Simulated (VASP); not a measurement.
A run of VASP 6.6.1:

File INCAR:

```
ALGO     = Normal         # electronic algorithm
EDIFF    = 1E-6           # SCF threshold, eV
ENCUT    = 520            # plane-wave cutoff, eV
ISIF     = 2              # what is computed and relaxed
ISMEAR   = 1              # smearing method
LASPH    = T              # aspherical terms in the spheres
LCHARG   = F              # write CHGCAR
LREAL    = F              # projectors in reciprocal space
LWAVE    = F              # write WAVECAR
NBANDS   = 19             # bands
NELM     = 100            # most SCF steps
PREC     = Accurate       # precision mode
SIGMA    = 0.6            # smearing width, eV
```

The input KPOINTS:

```
k-points
0
Gamma
  13 13 6
```

Contents of POSCAR:

```
Cd
1.0
    2.8818641727      0.0000000000      0.0000000000
   -1.4409320863      2.4957675838      0.0000000000
    0.0000000000      0.0000000000      5.6383707528
Cd
2
Direct
    0.3333333333      0.6666666667      0.2500000000
    0.6666666667      0.3333333333      0.7500000000
```

Potentials or basis: VASP PAW LDA potentials, release 64 (Cd).

Launch:

```console
$ cat potpaw_LDA.64/Cd/POTCAR > POTCAR
$ mpirun -np 1 vasp_std > vasp.out
```

Hardware: 1 thread of AMD EPYC 7R13, with other jobs on the host.

Question: How long does it take, and how much memory?

Answer: It took 63 s on 1 thread of AMD EPYC 7R13, on a shared host, peak memory 0.15 GiB. Counts: scf iterations 11, k points 84.
